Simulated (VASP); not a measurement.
# InP (F-43m) in VASP: notebook

InP is run at these levels: LDA, PBE; tasks: single point.

Program: VASP 6.6.1. These are calculated values, not measurements. Logs are shortened: lines on timing, memory, paths and dates and some standing lists are left out, and cuts for length are marked.

## 1. The cell of the first run

It takes space group F-43m (No. 216, cubic). The conventional cell has a = 5.822 Å, b = 5.822 Å, c = 5.822 Å, α = 90.00°, β = 90.00°, γ = 90.00°. In (site symmetry -43m) has 4 P at 2.52 Å within 3.3 Å. Within 3.3 Å of P (site symmetry -43m) lie 4 In at 2.52 Å.

## 2. Single point, LDA (volume scaled by 0.98)

The input, INCAR:

```
SYSTEM = InP
ALGO = Normal ; EDIFF = 1E-6
ENCUT = 520 ; ISIF = 2
ISMEAR = -1 ; LASPH = .TRUE.
LCHARG = .TRUE. ; LELF = .TRUE.
LREAL = .FALSE. ; LVHAR = .TRUE.
LWAVE = .FALSE. ; NBANDS = 16
NELM = 60 ; PREC = Accurate
SIGMA = 0.05
```

The input, KPOINTS:

```
k-points
0
G
  8 8 8
  0 0 0
```

The input, POSCAR:

```
InP
1.0
    0.0000000000      2.9108316221      2.9108316221
    2.9108316221      0.0000000000      2.9108316221
    2.9108316221      2.9108316221      0.0000000000
In P
1 1
Direct
    0.0000000000      0.0000000000      0.0000000000
    0.7500000000      0.7500000000      0.7500000000
```

Potentials or basis: VASP PAW LDA potentials, release 64 (In_d, P).

Command:

```
> cat potpaw_LDA.64/In_d/POTCAR potpaw_LDA.64/P/POTCAR > POTCAR
> mpirun -np 1 vasp_std > vasp.out
```

OUTCAR:

```text
SYSTEM = InP
   EDIFF = 1E-6
   ENCUT = 520
   ISIF = 2
   ISMEAR = -1
   LASPH = .TRUE.
   LREAL = .FALSE.
   NELM = 60
   PREC = Accurate

 ion  position               nearest neighbor table
   1  0.000  0.000  0.000-   2 2.52   2 2.52   2 2.52   2 2.52
   2  0.750  0.750  0.750-   1 2.52   1 2.52   1 2.52   1 2.52

  LATTYP: Found a face centered cubic cell.
 ALAT       =     5.8216632442

  Lattice vectors:

 A1 = (   0.0000000000,   2.9108316221,   2.9108316221)
 A2 = (   2.9108316221,   0.0000000000,   2.9108316221)
 A3 = (   2.9108316221,   2.9108316221,   0.0000000000)

Analysis of symmetry for initial positions (statically):
=====================================================================
 Subroutine PRICEL returns:
 Original cell was already a primitive cell.

 Routine SETGRP: Setting up the symmetry group for a
 face centered cubic supercell.

 Subroutine GETGRP returns: Found 24 space group operations
 (whereof 24 operations were pure point group operations)
 out of a pool of 48 trial point group operations.

The static configuration has the point symmetry T_d .

Analysis of symmetry for dynamics (positions and initial velocities):
=====================================================================
 Subroutine PRICEL returns:
 Original cell was already a primitive cell.

 Routine SETGRP: Setting up the symmetry group for a
 face centered cubic supercell.

 Subroutine GETGRP returns: Found 24 space group operations
 (whereof 24 operations were pure point group operations)
 out of a pool of 48 trial point group operations.

The dynamic configuration has the point symmetry T_d .

 Subroutine INISYM returns: Found 24 space group operations
 (whereof 24 operations are pure point group operations),
 and found     1 'primitive' translations

----------------------------------------------------------------------------------------

                                     Primitive cell

  volume of cell :      49.3266

  direct lattice vectors                    reciprocal lattice vectors
     0.000000000  2.910831622  2.910831622    -0.171772217  0.171772217  0.171772217
     2.910831622  0.000000000  2.910831622     0.171772217 -0.171772217  0.171772217
     2.910831622  2.910831622  0.000000000     0.171772217  0.171772217 -0.171772217

  length of vectors
     4.116537558  4.116537558  4.116537558     0.297518207  0.297518207  0.297518207

  position of ions in fractional coordinates (direct lattice)
     0.000000000  0.000000000  0.000000000
     0.750000000  0.750000000  0.750000000

  ion indices of the primitive-cell ions
   primitive index   ion index
                 1           1
                 2           2

----------------------------------------------------------------------------------------

 KPOINTS: k-points

Automatic generation of k-mesh.
 Grid dimensions read from file:
 generate k-points for:    8    8    8

 Generating k-lattice:

  Cartesian coordinates                     Fractional coordinates (reciprocal lattice)
    -0.021471527  0.021471527  0.021471527     0.125000000  0.000000000  0.000000000
     0.021471527 -0.021471527  0.021471527     0.000000000  0.125000000  0.000000000
     0.021471527  0.021471527 -0.021471527     0.000000000  0.000000000  0.125000000

  Length of vectors
     0.037189776  0.037189776  0.037189776

  Shift w.r.t. Gamma in fractional coordinates (k-lattice)
     0.000000000  0.000000000  0.000000000

 Subroutine IBZKPT returns following result:
 ===========================================

 Found     29 irreducible k-points:

 Following reciprocal coordinates:
            Coordinates               Weight
  0.000000  0.000000  0.000000      1.000000
  0.125000  0.000000  0.000000      8.000000
  0.250000  0.000000  0.000000      8.000000
  0.375000  0.000000  0.000000      8.000000
  0.500000  0.000000  0.000000      4.000000
  0.125000  0.125000  0.000000      6.000000
[... 16 lines left out ...]
  0.500000  0.250000  0.125000     48.000000
 -0.375000  0.250000  0.125000     24.000000
 [... further k-points ...]
   k-points           NKPTS =     29   k-points in BZ     NKDIM =     29   number of bands    NBANDS=     16
   number of dos      NEDOS =    301   number of ions     NIONS =      2
   total plane-waves  NPLWV =  32768
   dimension x,y,z NGX =    32 NGY =   32 NGZ =   32
   dimension x,y,z NGXF=    64 NGYF=   64 NGZF=   64
   ions per type =               1   1
   NGX,Y,Z   is equivalent  to a cutoff of  12.92, 12.92, 12.92 a.u.
   NGXF,Y,Z  is equivalent  to a cutoff of  25.85, 25.85, 25.85 a.u.
 SYSTEM =  InP
   PREC   = accura    normal or accurate (medium, high low for compatibility)
   ISTART =      0    job   : 0-new  1-cont  2-samecut
   ICHARG =      2    charge: 1-file 2-atom 10-const
   ISPIN  =      1    spin polarized calculation?
   LNONCOLLINEAR =      F non collinear calculations
   LSORBIT =      F    spin-orbit coupling
   LASPH  =      T    aspherical Exc in radial PAW
   ENCUT  =  520.0 eV  38.22 Ry    6.18 a.u.   7.65  7.65  7.65*2*pi/ulx,y,z
   NELM   =     60;   NELMIN=  2; NELMDL= -5     # of ELM steps
   EDIFF  = 0.1E-05   stopping-criterion for ELM
   LREAL  =      F    real-space projection
   EDIFFG = 0.1E-04   stopping-criterion for IOM
   NSW    =      0    number of steps for IOM
   IBRION =     -1    ionic relax: 0-MD 1-quasi-New 2-CG
   NFREE  =      0    steps in history (QN), initial steepest desc. (CG)
   ISIF   =      2    stress and relaxation
   ISYM   =      2    0-nonsym 1-usesym 2-fastsym
   POTIM  = 0.5000    time-step for ionic-motion
   TEBEG  =    0.0;   TEEND  =   0.0 temperature during run
   PSTRESS=    0.0 pullay stress
   NELECT =      18.0000    total number of electrons
   NUPDOWN=      -1.0000    fix difference up-down
   EMIN   =  10.00;   EMAX   =-10.00  energy-range for DOS
   EFERMI =   0.00;   METHOD = LEGACY
   ISMEAR =    -1;   SIGMA  =   0.05  broadening in eV -4-tet -1-fermi 0-gaus
   EFERMI_NEDOS =   21; number of points for ismear=-14 and -15
   IALGO  =     38    algorithm
   IMIX   =      4    mixing-type and parameters
     AMIX     =   0.40;   BMIX     =  1.00
     AMIX_MAG =   1.60;   BMIX_MAG =  1.00
  volume/ion in A,a.u.               =      24.66       166.44
  Fermi-wavevector in a.u.,A,eV,Ry     =   1.169873  2.210739 18.620961  1.368602
  Thomas-Fermi vector in A             =   2.306339
   LORBIT       =      0    0 simple, 1 ext, 2 COOP (PROOUT), +10 PAW based schemes
   GGA     = CA    functional components
   LHFCALC =     F    Hartree Fock is set to
   AEXX    =    0.0000 exact exchange contribution
   IVDW    =     0    specifies the selected vdW correction
   LEPSILON=     F    determine dielectric tensor
   LRPA    =     F    only Hartree local field effects (RPA)
 non-spin polarized calculation
  energy-cutoff  :      520.00
  volume of cell :       49.33
 maximum number of plane-waves:      1363
   NGX = 15   NGY = 15   NGZ = 15

 number of electron      17.9999997 magnetization

 Free energy of the ion-electron system (eV)
  ---------------------------------------------------
  ext. energy  EPLUGINS =         0.00000000
  ---------------------------------------------------
  free energy    TOTEN  =        -9.67195033 eV

  energy without entropy =       -9.67193948  energy(sigma->0) =       -9.67194491

 E-fermi :   5.5757     XC(G=0):  -9.6980

 val. band max:        5.2352068637   @ k =   0.0000   0.0000   0.0000
 cond. band min:       5.8550059345   @ k =   0.0000   0.0000   0.0000
 fundamental gap:      0.6197990708
 Fermi energy:         5.5756632899

 k-point     1 :       0.0000    0.0000    0.0000
  band No.  band energies     occupation
      1      -8.9966      2.00000
      2      -8.9966      2.00000
      3      -8.9966      2.00000
      4      -8.8312      2.00000
      5      -8.8312      2.00000
      6      -6.4513      2.00000
[... 8 lines left out ...]
     15      14.7182      0.00000
     16      14.7182      0.00000

 k-point     2 :       0.1250    0.0000    0.0000
  band No.  band energies     occupation
      1      -9.0173      2.00000
      2      -8.9885      2.00000
      3      -8.9885      2.00000
      4      -8.8312      2.00000
      5      -8.8312      2.00000
      6      -6.2655      2.00000
[... 8 lines left out ...]
     15      14.0195      0.00000
     16      14.4140      0.00000

 k-point     3 :       0.2500    0.0000    0.0000
  band No.  band energies     occupation
      1      -9.0644      2.00000
      2      -8.9713      2.00000
      3      -8.9713      2.00000
      4      -8.8285      2.00000
      5      -8.8285      2.00000
      6      -5.7449      2.00000
[... 8 lines left out ...]
     15      13.7805      0.00000
     16      14.1722      0.00000

 k-point     4 :       0.3750    0.0000    0.0000
  band No.  band energies     occupation
      1      -9.1081      2.00000
      2      -8.9584      2.00000
      3      -8.9584      2.00000
      4      -8.8212      2.00000
      5      -8.8212      2.00000
      6      -5.0401      2.00000
[... 8 lines left out ...]
     15      14.7289      0.00000
     16      14.7289      0.00000
[... 324 lines left out ...]
 k-point    22 :       0.3750    0.2500    0.1250
  band No.  band energies     occupation
      1      -9.1047      2.00000
      2      -8.9505      2.00000
      3      -8.9435      2.00000
      4      -8.8485      2.00000
      5      -8.8148      2.00000
      6      -5.3121      2.00000
[... 8 lines left out ...]
     15      15.4187      0.00000
     16      16.8047      0.00000

 k-point    23 :       0.5000    0.2500    0.1250
  band No.  band energies     occupation
      1      -9.1299      2.00000
      2      -8.9450      2.00000
      3      -8.9276      2.00000
      4      -8.8444      2.00000
      5      -8.8145      2.00000
      6      -4.6636      2.00000
[... 8 lines left out ...]
     15      16.0214      0.00000
     16      16.6054      0.00000

 k-point    24 :      -0.3750    0.2500    0.1250
  band No.  band energies     occupation
      1      -9.1390      2.00000
      2      -8.9445      2.00000
      3      -8.9222      2.00000
      4      -8.8379      2.00000
      5      -8.8173      2.00000
      6      -4.2943      2.00000
[... 8 lines left out ...]
     15      15.8574      0.00000
     16      16.5488      0.00000

 [... further k-points ...]

------------------------ aborting loop because EDIFF is reached ----------------------------------------

  FORCE on cell =-STRESS in cart. coord.  units (eV):
  Direction    XX          YY          ZZ          XY          YZ          ZX
  --------------------------------------------------------------------------------------
  -------------------------------------------------------------------------------------
  Total        0.0620125      0.0620125      0.0620125      0.0000000      0.0000000     -0.0000000
  in kB        2.0142292      2.0142292      2.0142292      0.0000000      0.0000000     -0.0000000
  external PRESSURE =       2.0142292 kB  Pullay stress =       0.0000000 kB

 VOLUME and BASIS-vectors are now :
 -----------------------------------------------------------------------------
  energy-cutoff  :      520.00
  volume of cell :       49.33
      direct lattice vectors                 reciprocal lattice vectors
     0.000000000  2.910831622  2.910831622    -0.171772217  0.171772217  0.171772217
     2.910831622  0.000000000  2.910831622     0.171772217 -0.171772217  0.171772217
     2.910831622  2.910831622  0.000000000     0.171772217  0.171772217 -0.171772217

 POSITION                                       TOTAL-FORCE (eV/Angst)
 -----------------------------------------------------------------------------------
      0.00000      0.00000      0.00000         0.000000      0.000000      0.000000
      4.36625      4.36625      4.36625        -0.000000     -0.000000     -0.000000
 -----------------------------------------------------------------------------------
    total drift:                                0.000000      0.000000     -0.000000

  FREE ENERGIE OF THE ION-ELECTRON SYSTEM (eV)
  ---------------------------------------------------
  free  energy   TOTEN  =        -9.6719503289 eV

  energy  without entropy=       -9.6719394834  energy(sigma->0) =       -9.67194491
```

Run time: 29 s. Hardware: 1 thread of Intel Xeon 8259CL, shared host; peak memory 0.16 GiB.

What came out:

| Quantity | Value |
| --- | --- |
| Free energy | -9.6720 eV |
| Pressure | 0.2 GPa |
| Band gap on the k mesh | 0.62 eV, direct |

Levels at points of the mesh, in eV from the valence-band top:
```tsv
k point	band 6	band 7	band 8	band 9	band 10	band 11	band 12	band 13
(0.00, 0.00, 0.00)	-11.69	0.00	0.00	0.00	0.62	3.96	3.96	3.96
(0.50, 0.00, 0.00)	-9.86	-5.94	-1.02	-1.02	1.37	4.70	4.70	6.93
(0.50, 0.50, 0.00)	-9.17	-5.95	-2.43	-2.43	1.56	2.12	9.12	9.57
```

Caveat: the cell differs from its parent crystal (volume scaled by 0.98); spin-orbit coupling is left out, which moves the levels of the heavy elements.

## 3. Single point, PBE

This run uses another cell than the first one, of 25.17 Å³/atom, 1.020 times its volume.

The input, INCAR:

```
  PREC = Accurate
  ENCUT = 520
  EDIFF = 1E-6
  ISMEAR = 0
  SIGMA = 0.015
  LREAL = False
  LASPH = True
  NELM = 100
  ALGO = Normal
  ISIF = 2
  LWAVE = False
  LCHARG = True
  GGA = PE
  LELF = True
  LVHAR = True
  NBANDS = 16
```

The input, KPOINTS:

```
regular mesh
0
Gamma
  8 8 8
```

The input, POSCAR:

```
InP
1.0
    0.0000000000      2.9305000000      2.9305000000
    2.9305000000      0.0000000000      2.9305000000
    2.9305000000      2.9305000000      0.0000000000
In P
1 1
Direct
    0.0000000000      0.0000000000      0.0000000000
    0.7500000000      0.7500000000      0.7500000000
```

Potentials or basis: VASP PAW PBE potentials, release 64 (In_d, P).

Command:

```
> cat potpaw_PBE.64/In_d/POTCAR potpaw_PBE.64/P/POTCAR > POTCAR
> mpirun -np 1 vasp_std > vasp.out
```

Run time: 34 s. Hardware: 1 thread of Intel Xeon 8259CL, shared host; peak memory 0.18 GiB.

The run converged. Its results:

```yaml
Free_energy: -8.3808 eV
Pressure: 3.3 GPa
Band_gap_on_the_k_mesh: 0.71 eV, direct
```

Levels at points of the mesh, in eV from the valence-band top:
```tsv
k point	band 7	band 8	band 9	band 10	band 11	band 12
(0.00, 0.00, 0.00)	0.00	0.00	0.00	0.71	4.09	4.09
(0.50, 0.00, 0.00)	-5.73	-0.97	-0.97	1.50	4.81	4.81
(0.50, 0.50, 0.00)	-5.75	-2.32	-2.32	1.76	2.27	9.21
```

Caveat: spin-orbit coupling is left out, which moves the levels of the heavy elements. A hybrid or GW would open this gap; PBE tends to underestimate it.

(Part 1 of 2 ends here.)
